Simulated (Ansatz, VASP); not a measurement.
# MnSb in VASP and in Ansatz

```xyz
2
Lattice="0.0000 3.0483 3.0483 3.0483 0.0000 3.0483 3.0483 3.0483 0.0000" Properties=species:S:1:pos:R:3 pbc="T T T"
Mn    0.0000    0.0000    0.0000
Sb    1.5242    1.5242    1.5242
```

Change from the starting cell: volume scaled by 0.96.

Alike in both runs: task single point; functional PBE; k mesh 10 × 10 × 10; occupations fermi-dirac, width 0.03 eV; collinear spin.

```csv
,VASP,Ansatz
version,VASP 6.6.1,Ansatz 0.2.0
potentials or method,"VASP PAW PBE potentials, release 64 (Mn_pv, Sb), cutoff 520 eV","all-electron LAPW, scalar-relativistic"
```

VASP gave:

| Quantity | Value |
| --- | --- |
| pressure (GPa) | 2.0 |
| net moment per atom (μB) | 2.00 |
| size of the moment on the site where the two differ most (μB) | 3.85 |

Task: Which values does Ansatz return?

Result: Pressure (GPa): 2.0; net moment per atom (μB): 2.00; size of the moment on the site where the two differ most (μB): 3.92.

Site moments also hang on the region over which each program counts them. Ansatz ran all-electron here, and VASP with PAW potentials.

Spin-orbit coupling is off throughout.
